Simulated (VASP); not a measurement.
# Tl (Fm-3m) in VASP: notebook

Tl is run at these levels: RPBE; tasks: single point, relaxation of cell and atoms.

Everything below comes from runs of VASP 6.6.1. Logs are shortened: lines on timing, memory, paths and dates and some standing lists are left out, and cuts for length are marked.

## 1. The cell of the first run

The structure is cubic, space group Fm-3m (No. 225). Conventional cell: a = 5.315 Å, b = 5.315 Å, c = 5.315 Å, α = 90.00°, β = 90.00°, γ = 90.00°. Within 4.9 Å of Tl (site symmetry m-3m) lie 12 Tl at 3.76 Å.

This isn't the form of Tl at room conditions, which is hcp.

## 2. Single point, RPBE (37.53 Å³/atom)

File INCAR:

```
SYSTEM = Tl
PREC = Accurate ; ENCUT = 520
EDIFF = 1E-6 ; ISMEAR = -1
SIGMA = 0.1 ; LREAL = .FALSE.
LASPH = .TRUE. ; NELM = 60
ALGO = Normal ; ISIF = 2
LWAVE = .FALSE. ; LCHARG = .FALSE.
GGA = RP ; NBANDS = 12
```

File KPOINTS:

```
regular mesh
0
G
  12 12 12
  0 0 0
```

File POSCAR:

```
Tl
1.0
    0.0000000000      2.6574533588      2.6574533588
    2.6574533588      0.0000000000      2.6574533588
    2.6574533588      2.6574533588      0.0000000000
Tl
1
Direct
    0.0000000000      0.0000000000      0.0000000000
```

Potentials or basis: VASP PAW PBE potentials, release 64 (Tl_d).

Started as:

```
cat potpaw_PBE.64/Tl_d/POTCAR > POTCAR
mpirun -np 1 vasp_std > vasp.out
```

OUTCAR:

```text
SYSTEM = Tl
   PREC = Accurate
   ENCUT = 520
   EDIFF = 1E-6
   ISMEAR = -1
   LREAL = .FALSE.
   LASPH = .TRUE.
   NELM = 60
   ISIF = 2
   GGA = RP

 ion  position               nearest neighbor table
   1  0.000  0.000  0.000-

  LATTYP: Found a face centered cubic cell.
 ALAT       =     5.3149067176

  Lattice vectors:

 A1 = (   0.0000000000,   2.6574533588,   2.6574533588)
 A2 = (   2.6574533588,   0.0000000000,   2.6574533588)
 A3 = (   2.6574533588,   2.6574533588,   0.0000000000)

Analysis of symmetry for initial positions (statically):
=====================================================================
 Subroutine PRICEL returns:
 Original cell was already a primitive cell.

 Routine SETGRP: Setting up the symmetry group for a
 face centered cubic supercell.

 Subroutine GETGRP returns: Found 48 space group operations
 (whereof 48 operations were pure point group operations)
 out of a pool of 48 trial point group operations.

The static configuration has the point symmetry O_h .

Analysis of symmetry for dynamics (positions and initial velocities):
=====================================================================
 Subroutine PRICEL returns:
 Original cell was already a primitive cell.

 Routine SETGRP: Setting up the symmetry group for a
 face centered cubic supercell.

 Subroutine GETGRP returns: Found 48 space group operations
 (whereof 48 operations were pure point group operations)
 out of a pool of 48 trial point group operations.

The dynamic configuration has the point symmetry O_h .

 Subroutine INISYM returns: Found 48 space group operations
 (whereof 48 operations are pure point group operations),
 and found     1 'primitive' translations

----------------------------------------------------------------------------------------

                                     Primitive cell

  volume of cell :      37.5342

  direct lattice vectors                    reciprocal lattice vectors
     0.000000000  2.657453359  2.657453359    -0.188150057  0.188150057  0.188150057
     2.657453359  0.000000000  2.657453359     0.188150057 -0.188150057  0.188150057
     2.657453359  2.657453359  0.000000000     0.188150057  0.188150057 -0.188150057

  length of vectors
     3.758206581  3.758206581  3.758206581     0.325885458  0.325885458  0.325885458

  position of ions in fractional coordinates (direct lattice)
     0.000000000  0.000000000  0.000000000

  ion indices of the primitive-cell ions
   primitive index   ion index
                 1           1

----------------------------------------------------------------------------------------

 KPOINTS: regular mesh

Automatic generation of k-mesh.
 Grid dimensions read from file:
 generate k-points for:   12   12   12

 Generating k-lattice:

  Cartesian coordinates                     Fractional coordinates (reciprocal lattice)
    -0.015679171  0.015679171  0.015679171     0.083333333  0.000000000  0.000000000
     0.015679171 -0.015679171  0.015679171     0.000000000  0.083333333  0.000000000
     0.015679171  0.015679171 -0.015679171     0.000000000  0.000000000  0.083333333

  Length of vectors
     0.027157121  0.027157121  0.027157121

  Shift w.r.t. Gamma in fractional coordinates (k-lattice)
     0.000000000  0.000000000  0.000000000

 Subroutine IBZKPT returns following result:
 ===========================================

 Found     72 irreducible k-points:

 Following reciprocal coordinates:
            Coordinates               Weight
  0.000000  0.000000  0.000000      1.000000
  0.083333  0.000000  0.000000      8.000000
  0.166667  0.000000  0.000000      8.000000
  0.250000  0.000000  0.000000      8.000000
  0.333333  0.000000  0.000000      8.000000
  0.416667  0.000000  0.000000      8.000000
[... 16 lines left out ...]
  0.500000  0.166667  0.000000     24.000000
 -0.416667  0.166667  0.000000     24.000000
 [... further k-points ...]
   k-points           NKPTS =     72   k-points in BZ     NKDIM =     72   number of bands    NBANDS=     12
   number of dos      NEDOS =    301   number of ions     NIONS =      1
   total plane-waves  NPLWV =  21952
   dimension x,y,z NGX =    28 NGY =   28 NGZ =   28
   dimension x,y,z NGXF=    56 NGYF=   56 NGZF=   56
   ions per type =               1
   NGX,Y,Z   is equivalent  to a cutoff of  12.39, 12.39, 12.39 a.u.
   NGXF,Y,Z  is equivalent  to a cutoff of  24.77, 24.77, 24.77 a.u.
 SYSTEM =  Tl
   PREC   = accura    normal or accurate (medium, high low for compatibility)
   ISTART =      0    job   : 0-new  1-cont  2-samecut
   ICHARG =      2    charge: 1-file 2-atom 10-const
   ISPIN  =      1    spin polarized calculation?
   LNONCOLLINEAR =      F non collinear calculations
   LSORBIT =      F    spin-orbit coupling
   LASPH  =      T    aspherical Exc in radial PAW
   ENCUT  =  520.0 eV  38.22 Ry    6.18 a.u.   6.99  6.99  6.99*2*pi/ulx,y,z
   NELM   =     60;   NELMIN=  2; NELMDL= -5     # of ELM steps
   EDIFF  = 0.1E-05   stopping-criterion for ELM
   LREAL  =      F    real-space projection
   EDIFFG = 0.1E-04   stopping-criterion for IOM
   NSW    =      0    number of steps for IOM
   IBRION =     -1    ionic relax: 0-MD 1-quasi-New 2-CG
   NFREE  =      0    steps in history (QN), initial steepest desc. (CG)
   ISIF   =      2    stress and relaxation
   ISYM   =      2    0-nonsym 1-usesym 2-fastsym
   POTIM  = 0.5000    time-step for ionic-motion
   TEBEG  =    0.0;   TEEND  =   0.0 temperature during run
   PSTRESS=    0.0 pullay stress
   NELECT =      13.0000    total number of electrons
   NUPDOWN=      -1.0000    fix difference up-down
   EMIN   =  10.00;   EMAX   =-10.00  energy-range for DOS
   EFERMI =   0.00;   METHOD = LEGACY
   ISMEAR =    -1;   SIGMA  =   0.10  broadening in eV -4-tet -1-fermi 0-gaus
   EFERMI_NEDOS =   21; number of points for ismear=-14 and -15
   IALGO  =     38    algorithm
   IMIX   =      4    mixing-type and parameters
     AMIX     =   0.40;   BMIX     =  1.00
     AMIX_MAG =   1.60;   BMIX_MAG =  1.00
  volume/ion in A,a.u.               =      37.53       253.29
  Fermi-wavevector in a.u.,A,eV,Ry     =   1.149689  2.172597 17.983968  1.321784
  Thomas-Fermi vector in A             =   2.286357
   LORBIT       =      0    0 simple, 1 ext, 2 COOP (PROOUT), +10 PAW based schemes
   GGA     = RP    functional components
   LHFCALC =     F    Hartree Fock is set to
   AEXX    =    0.0000 exact exchange contribution
   IVDW    =     0    specifies the selected vdW correction
   LEPSILON=     F    determine dielectric tensor
   LRPA    =     F    only Hartree local field effects (RPA)
 non-spin polarized calculation
  energy-cutoff  :      520.00
  volume of cell :       37.53
 maximum number of plane-waves:      1036
   NGX = 13   NGY = 13   NGZ = 13

 number of electron      13.0000002 magnetization

 Free energy of the ion-electron system (eV)
  ---------------------------------------------------
  ext. energy  EPLUGINS =         0.00000000
  ---------------------------------------------------
  free energy    TOTEN  =        -1.80331154 eV

  energy without entropy =       -1.77613174  energy(sigma->0) =       -1.78972164

 E-fermi :   4.2869     XC(G=0):  -8.7525

 val. band max:        4.2782393050   @ k =  -0.4167   0.4167   0.1667
 cond. band min:       4.3697232818   @ k =   0.4167   0.1667   0.0000
 fundamental gap:      0.0914839768
 Fermi energy:         4.2868543963

 k-point     1 :       0.0000    0.0000    0.0000
  band No.  band energies     occupation
      1      -7.1995      2.00000
      2      -7.1995      2.00000
      3      -7.1995      2.00000
      4      -7.0690      2.00000
      5      -7.0690      2.00000
      6      -4.1993      2.00000
      7      12.3305      0.00000
      8      12.3305      0.00000
      9      12.3305      0.00000
     10      14.6774      0.00000
     11      15.2315      0.00000
     12      16.9959      0.00000

 k-point     2 :       0.0833    0.0000    0.0000
  band No.  band energies     occupation
      1      -7.2006      2.00000
      2      -7.1904      2.00000
      3      -7.1904      2.00000
      4      -7.0698      2.00000
      5      -7.0698      2.00000
      6      -4.0853      2.00000
      7      10.9796      0.00000
      8      12.1938      0.00000
      9      12.1938      0.00000
     10      14.3762      0.00000
     11      15.9649      0.00000
     12      17.2478      0.00000

 k-point     3 :       0.1667    0.0000    0.0000
  band No.  band energies     occupation
      1      -7.2057      2.00000
      2      -7.1724      2.00000
      3      -7.1724      2.00000
      4      -7.0647      2.00000
      5      -7.0647      2.00000
      6      -3.7420      2.00000
      7       8.7573      0.00000
      8      11.8614      0.00000
      9      11.8614      0.00000
     10      14.0049      0.00000
     11      16.9634      0.00000
     12      17.2246      0.00000

 k-point     4 :       0.2500    0.0000    0.0000
  band No.  band energies     occupation
      1      -7.2171      2.00000
      2      -7.1673      2.00000
      3      -7.1673      2.00000
      4      -7.0374      2.00000
      5      -7.0374      2.00000
      6      -3.1734      2.00000
      7       6.5747      0.00000
      8      11.4700      0.00000
      9      11.4700      0.00000
     10      13.7770      0.00000
     11      16.0032      0.00000
     12      16.8486      0.00000

 k-point     5 :       0.3333    0.0000    0.0000
  band No.  band energies     occupation
      1      -7.2325      2.00000
      2      -7.1767      2.00000
      3      -7.1767      2.00000
      4      -6.9948      2.00000
      5      -6.9948      2.00000
      6      -2.4095      2.00000
      7       4.6178      0.07049
      8      11.1224      0.00000
      9      11.1224      0.00000
     10      13.7096      0.00000
     11      15.1548      0.00000
     12      16.2817      0.00000

 k-point     6 :       0.4167    0.0000    0.0000
  band No.  band energies     occupation
      1      -7.2458      2.00000
      2      -7.1875      2.00000
      3      -7.1875      2.00000
      4      -6.9592      2.00000
      5      -6.9592      2.00000
      6      -1.5708      2.00000
      7       3.0526      1.99999
      8      10.8865      0.00000
      9      10.8865      0.00000
     10      13.8032      0.00000
     11      14.5141      0.00000
     12      15.9362      0.00000

 k-point     7 :       0.5000    0.0000    0.0000
  band No.  band energies     occupation
      1      -7.2510      2.00000
      2      -7.1918      2.00000
      3      -7.1918      2.00000
      4      -6.9456      2.00000
      5      -6.9456      2.00000
      6      -1.1090      2.00000
      7       2.3473      2.00000
      8      10.8031      0.00000
      9      10.8031      0.00000
     10      14.0312      0.00000
     11      14.1044      0.00000
     12      15.8210      0.00000

 k-point     8 :       0.0833    0.0833    0.0000
  band No.  band energies     occupation
      1      -7.2103      2.00000
      2      -7.1817      2.00000
      3      -7.1817      2.00000
      4      -7.0804      2.00000
      5      -7.0615      2.00000
      6      -4.0474      2.00000
      7      11.3045      0.00000
      8      11.7234      0.00000
      9      11.7234      0.00000
     10      14.1673      0.00000
     11      16.2609      0.00000
     12      17.3611      0.00000
[... 166 lines left out ...]
 k-point    20 :       0.2500    0.1667    0.0000
  band No.  band energies     occupation
      1      -7.2514      2.00000
      2      -7.1414      2.00000
      3      -7.1089      2.00000
      4      -7.0971      2.00000
      5      -7.0197      2.00000
      6      -3.1744      2.00000
      7       7.9950      0.00000
      8      10.0351      0.00000
      9      10.1690      0.00000
     10      13.3298      0.00000
     11      13.9097      0.00000
     12      18.7528      0.00000

 k-point    21 :       0.3333    0.1667    0.0000
  band No.  band energies     occupation
      1      -7.2522      2.00000
      2      -7.1603      2.00000
      3      -7.1084      2.00000
      4      -7.0682      2.00000
      5      -6.9823      2.00000
      6      -2.5456      2.00000
      7       6.0875      0.00000
      8       9.5505      0.00000
      9       9.7025      0.00000
     10      12.8703      0.00000
     11      14.9233      0.00000
     12      18.1037      0.00000

 k-point    22 :       0.4167    0.1667    0.0000
  band No.  band energies     occupation
      1      -7.2488      2.00000
      2      -7.1703      2.00000
      3      -7.1194      2.00000
      4      -7.0417      2.00000
      5      -6.9506      2.00000
      6      -1.7614      2.00000
      7       4.3697      0.60784
      8       8.8675      0.00000
      9       9.5939      0.00000
     10      12.6041      0.00000
     11      16.3399      0.00000
     12      17.5534      0.00000

 k-point    23 :       0.5000    0.1667    0.0000
  band No.  band energies     occupation
      1      -7.2423      2.00000
      2      -7.1745      2.00000
      3      -7.1306      2.00000
      4      -7.0167      2.00000
      5      -6.9420      2.00000
      6      -1.0221      2.00000
      7       3.1223      1.99998
      8       8.2888      0.00000
      9       9.7267      0.00000
     10      12.5928      0.00000
     11      16.6044      0.00000
     12      17.5125      0.00000

 k-point    24 :      -0.4167    0.1667    0.0000
  band No.  band energies     occupation
      1      -7.2295      2.00000
      2      -7.1777      2.00000
      3      -7.1362      2.00000
      4      -6.9986      2.00000
      5      -6.9618      2.00000
      6      -0.8804      2.00000
      7       2.9194      2.00000
      8       7.8993      0.00000
      9      10.0987      0.00000
     10      12.8131      0.00000
     11      16.2592      0.00000
     12      17.1310      0.00000

 [... further k-points ...]
[... 5 lines left out ...]
  --------------------------------------------------------------------------------------
  -------------------------------------------------------------------------------------
  Total       -0.3945966     -0.3945966     -0.3945966     -0.0000000      0.0000000      0.0000000
  in kB      -16.8436799    -16.8436799    -16.8436799     -0.0000000      0.0000000      0.0000000
  external PRESSURE =     -16.8436799 kB  Pullay stress =       0.0000000 kB

 VOLUME and BASIS-vectors are now :
 -----------------------------------------------------------------------------
  energy-cutoff  :      520.00
  volume of cell :       37.53
      direct lattice vectors                 reciprocal lattice vectors
     0.000000000  2.657453359  2.657453359    -0.188150057  0.188150057  0.188150057
     2.657453359  0.000000000  2.657453359     0.188150057 -0.188150057  0.188150057
     2.657453359  2.657453359  0.000000000     0.188150057  0.188150057 -0.188150057

 POSITION                                       TOTAL-FORCE (eV/Angst)
 -----------------------------------------------------------------------------------
      0.00000      0.00000      0.00000         0.000000     -0.000000      0.000000
 -----------------------------------------------------------------------------------
    total drift:                               -0.000000     -0.000000     -0.000000

  FREE ENERGIE OF THE ION-ELECTRON SYSTEM (eV)
  ---------------------------------------------------
  free  energy   TOTEN  =        -1.8033115393 eV

  energy  without entropy=       -1.7761317397  energy(sigma->0) =       -1.78972164
```

Run time: 25 s. Hardware: 1 thread of Intel Xeon 8259CL, shared host; peak memory 0.17 GiB.

Results:

* Free energy: -1.8033 eV
* Pressure: -1.7 GPa
* Band gap on the k mesh: zero (an odd number of electrons rules out a gap without spin polarisation)

Levels at points of the mesh, in eV from the Fermi level:
| k point | band 4 | band 5 | band 6 | band 7 | band 8 | band 9 |
| --- | --- | --- | --- | --- | --- | --- |
| (0.00, 0.00, 0.00) | -11.36 | -11.36 | -8.49 | 8.04 | 8.04 | 8.04 |
| (0.50, 0.00, 0.00) | -11.23 | -11.23 | -5.40 | -1.94 | 6.52 | 6.52 |
| (0.50, 0.50, 0.00) | -11.20 | -11.20 | -4.25 | -1.11 | 3.50 | 3.50 |

Caveat: the PAW data sets were made with another functional, which shifts forces and pressure a little; spin-orbit coupling is left out, which moves the levels of the heavy elements.

## 3. Relaxation of cell and atoms, RPBE

This run uses another cell than the first one, of 28.04 Å³/atom.

File INCAR:

```
ALGO = Normal
EDIFF = 1E-6
EDIFFG = -0.01
ENCUT = 600
GGA = RP
IBRION = 2
ISIF = 3
ISMEAR = -1
LASPH = True
LCHARG = False
LREAL = False
LWAVE = False
NELM = 60
NSW = 80
PREC = Accurate
SIGMA = 0.1
```

File KPOINTS:

```
k-points
0
Gamma
  11 11 11
```

File POSCAR:

```
Tl
1.0
    0.0000000000      2.4112096569      2.4112096569
    2.4112096569      0.0000000000      2.4112096569
    2.4112096569      2.4112096569      0.0000000000
Tl
1
Direct
    0.0000000000      0.0000000000      0.0000000000
```

Potentials or basis: VASP PAW PBE potentials, release 64 (Tl_d).

Started as:

```
cat potpaw_PBE.64/Tl_d/POTCAR > POTCAR
mpirun -np 1 vasp_std > vasp.out
```

Run time: 46 s. Hardware: 1 thread of Intel Xeon 8259CL, shared host; peak memory 0.18 GiB.

The run converged. Its results:

| Item | Value |
| --- | --- |
| Free energy | -1.8226 eV |
| Relaxed volume | 33.45 Å³/atom |
| Relaxed cell | a = 3.617 Å, b = 3.617 Å, c = 3.617 Å, α = 60.00°, β = 60.00°, γ = 60.00° |
| Space group after relaxing (to 0.1 Å) | Fm-3m (No. 225) |
| Energy gained by relaxing | 81.3 meV/atom |
| Ionic steps | 4 |
| Pressure after relaxing | 0.0 GPa |
| Band gap on the k mesh | zero (an odd number of electrons rules out a gap without spin polarisation) |

The path:
| step | energy change (eV) | largest force (eV/Å) | pressure (GPa) | volume (Å³) |
| --- | --- | --- | --- | --- |
| 1 | 0.0000 | 0.0000 | 5.83 | 28.04 |
| 2 | -0.0790 | 0.0000 | 0.73 | 32.38 |
| 3 | -0.0811 | 0.0000 | -0.21 | 33.78 |
| 4 | -0.0813 | 0.0000 | 0.00 | 33.45 |

Final structure:
```
Tl
1.0
     0.00000    2.55746    2.55746
     2.55746    0.00000    2.55746
     2.55746    2.55746    0.00000
Tl
1
Direct
  0.00000 0.00000 0.00000
```

Levels at points of the mesh, in eV from the Fermi level:
| k point | band 2 | band 3 | band 4 | band 5 | band 6 | band 7 | band 8 | band 9 | band 10 |
| --- | --- | --- | --- | --- | --- | --- | --- | --- | --- |
| (0.00, 0.00, 0.00) | -11.52 | -11.52 | -11.34 | -11.34 | -9.06 | 8.99 | 8.99 | 8.99 | 10.66 |

Caveat: the volume moved by over 15 % at a fixed basis, so the end points are rough; the PAW data sets were made with another functional, which shifts forces and pressure a little; spin-orbit coupling is left out, which moves the levels of the heavy elements.

(Continued in part 2 of 2.)
